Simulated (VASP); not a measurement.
Write the native input for VASP 6.6.1 that does the following.

```
Task                   : electric field gradients
Functional             : LDA
Potentials or basis    : VASP PAW LDA potentials, release 64 (Tl_d)
Cutoff                 : 520 eV
k mesh                 : 13 × 13 × 13
Occupations            : fermi-dirac, width 0.05 eV
Spin                   : no spin polarisation
Dipole correction      : no
Further INCAR settings : ALGO = Normal; EDIFF = 1e-08; NBANDS = 12
```

The structure of Tl lies in POSCAR:

```
Tl
1.0
   -1.9410000000      1.9410000000      1.9410000000
    1.9410000000     -1.9410000000      1.9410000000
    1.9410000000      1.9410000000     -1.9410000000
Tl
1
Direct
    0.0000000000      0.0000000000      0.0000000000
```

This isn't the form of Tl at room conditions, which is hcp.

These files were run (other wordings do the same):

INCAR

```
SYSTEM = Tl
  PREC = Accurate
  ENCUT = 520
  EDIFF = 1E-8
  ISMEAR = -1
  SIGMA = 0.05
  LREAL = .False.
  LASPH = .True.
  NELM = 60
  ALGO = Normal
  ISIF = 2
  LWAVE = .False.
  LCHARG = .False.
  GGA = CA
  LEFG = .True.
  NBANDS = 12
```

KPOINTS

```
regular mesh
0
Gamma
  13 13 13
  0 0 0
```

Potentials or basis: VASP PAW LDA potentials, release 64 (Tl_d).

Launch:

```console
$ cat potpaw_LDA.64/Tl_d/POTCAR > POTCAR
$ mpirun -np 1 vasp_std > vasp.out
```

It gave:

```yaml
Pressure: -2.4 GPa
Band_gap_on_the_k_mesh: zero (an odd number of electrons rules out a gap without spin polarisation)
Largest_electric_field_gradient_by_atom: under 0.05 V/Å² on every atom
```

Caveat: spin-orbit coupling is left out, which moves the levels of the heavy elements.

Run time: 20 s on 1 thread of Intel(R) Xeon(R) Platinum 8259CL CPU @ 2.50GHz (Skylake/Cascade Lake), on a shared host, peak memory 0.16 GiB.
